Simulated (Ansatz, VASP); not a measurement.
**Co2IrN3: VASP beside Ansatz**

```
CELL_PARAMETERS angstrom
2.74997 0.00000 0.00000
-1.37499 2.38155 0.00000
0.00000 0.00000 16.73171
ATOMIC_POSITIONS crystal
Co 0.33333 0.66667 0.92360
Co 0.66667 0.33333 0.42360
Co 0.66667 0.33333 0.07640
Co 0.33333 0.66667 0.57640
Ir 0.00000 0.00000 0.25000
Ir 0.00000 0.00000 0.75000
N 0.00000 0.00000 0.50000
N 0.00000 0.00000 0.00000
N 0.33333 0.66667 0.36418
N 0.66667 0.33333 0.86418
N 0.66667 0.33333 0.63582
N 0.33333 0.66667 0.13582
```

Alike in both runs: functional PBE; k mesh 18 × 18 × 4; occupations gaussian, width 0.1 eV; no spin polarisation.

Ansatz relaxed the structure, and its values are those at the end. VASP's run is a single point on that final structure, the one shown.

```csv
,VASP,Ansatz
version,VASP 6.6.1,Ansatz 0.2.0
potentials or method,"VASP PAW PBE potentials, release 64 (Co, Ir, N), cutoff 520 eV","scalar-relativistic, plane waves, PAW"
valence electrons in the cell,84,132
```

VASP gave:

* gap on the k mesh at the Fermi level (eV): none
* pressure (GPa): 0.2
* rms of the force components (eV/Å): 0.026

Q: Estimate Ansatz's values.

A: gap on the k mesh at the Fermi level (eV): none; pressure (GPa): 0.0; rms of the force components (eV/Å): 0.000.

A gap of «none» marks a metal or a gap that the smearing closes. VASP's potentials hold 84 valence electrons a cell and Ansatz's 132, so a difference there can come from the potentials and not from the codes.

Spin-orbit coupling is off throughout.
